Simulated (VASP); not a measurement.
Here is a VASP 6.6.1 calculation.

The input INCAR:

```
PREC = Accurate
ENCUT = 520
EDIFF = 1E-6
ISMEAR = -1
SIGMA = 0.1
LREAL = False
LASPH = True
NELM = 80
ALGO = Normal
ISIF = 2
LWAVE = False
LCHARG = True
GGA = PS
LELF = True
LVHAR = True
NBANDS = 11
```

File KPOINTS:

```
regular mesh
0
Gamma
  24 24 24
```

The input POSCAR:

```
Pd
1.0
    0.0000000000      1.9185399898      1.9185399898
    1.9185399898      0.0000000000      1.9185399898
    1.9185399898      1.9185399898      0.0000000000
Pd
1
Direct
    0.0000000000      0.0000000000      0.0000000000
```

Potentials or basis: VASP PAW PBE potentials, release 64 (Pd).

Command:

```sh
$ cat potpaw_PBE.64/Pd/POTCAR > POTCAR
$ mpirun -np 1 vasp_std > vasp.out
```

(1) What does it give for the band gap on the k mesh?

(2) Estimate the pressure.

Results:

(1) zero (band 5 reaches 10.70 eV, above the bottom of band 6 at 8.99 eV).

(2) 6.6 GPa.

Caveat: the PAW data sets were made with another functional, which shifts forces and pressure a little.
